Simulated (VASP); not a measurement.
Here is a VASP 6.6.1 calculation.

INCAR

```
SYSTEM = SnPbSe2
PREC = Accurate
ENCUT = 520
EDIFF = 1E-6
ISMEAR = 0
SIGMA = 0.01
LREAL = .FALSE.
LASPH = .TRUE.
NELM = 60
ALGO = Normal
ISIF = 2
LWAVE = .FALSE.
LCHARG = .FALSE.
GGA = CA
NBANDS = 28
```

File KPOINTS:

```
Automatic mesh
0
G
  6 6 6
  0 0 0
```

Contents of POSCAR:

```
SnPbSe2
1.0
    2.2065163465      1.2739292173      7.2054038763
   -2.2065163465      1.2739292173      7.2054038763
    0.0000000000     -2.5478686628      7.2054038763
Sn Pb Se
1 1 2
Direct
    0.5000000000      0.5000000000      0.5000000000
    0.0000000000      0.0000000000      0.0000000000
    0.7525600000      0.7525600000      0.7525600000
    0.2474400000      0.2474400000      0.2474400000
```

Potentials or basis: VASP PAW LDA potentials, release 64 (Sn_d, Pb_d, Se).

The run is started by

```console
$ cat potpaw_LDA.64/Sn_d/POTCAR potpaw_LDA.64/Pb_d/POTCAR potpaw_LDA.64/Se/POTCAR > POTCAR
$ mpirun -np 1 vasp_std > vasp.out
```

Q: What does it give for the band gap on the k mesh?

A: 0.03 eV, direct.

Q: What does it give for the largest force?

A: 0.026 eV/Å.

Q: Predict the pressure.

A: -5.8 GPa.

Forces on the atoms (eV/Å):
```
Sn   0.000  0.000  0.000
Pb   0.000  0.000  0.000
Se   0.000  0.000 -0.026
Se   0.000  0.000  0.026
```

Caveat: spin-orbit coupling is left out, which moves the levels of the heavy elements. A k mesh can miss the band edges.
